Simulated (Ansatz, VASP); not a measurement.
## LiCl in VASP and in Ansatz

```
Li Cl
1.0
     0.04488    2.56476    2.56476
     2.60964    0.00000    2.60964
     2.56476    2.56476    0.04488
Li Cl
1 1
Direct
  0.00000 0.00000 0.00000
  0.50000 0.50000 0.50000
```

Change from the starting cell: strain +0.0350 x Voigt [0, 0, 0, 0, 1, 0], atoms carried along.

Alike in both runs: task single point; functional LDA; k mesh 8 × 8 × 8; occupations gaussian, width 0.05 eV; no spin polarisation.

|  | VASP | Ansatz |
| --- | --- | --- |
| version | VASP 6.6.1 | Ansatz 0.2.0 |
| potentials or method | VASP PAW LDA potentials, release 64 (Li_sv, Cl), cutoff 520 eV | scalar-relativistic, plane waves, PAW |
| valence electrons in the cell | 10 | 10 |

Ansatz gave:

```
gap on the k mesh at the Fermi level (eV) : 5.87
least direct gap on the mesh (eV)         : 5.87
```

Which values does VASP return?

gap on the k mesh at the Fermi level (eV): 5.89; least direct gap on the mesh (eV): 5.89.

LDA's correlation is that of Perdew and Zunger in VASP and of Perdew and Wang (1992) in Ansatz.

Noted on VASP's run: the cutoff is short for stress, so the pressure is rough.
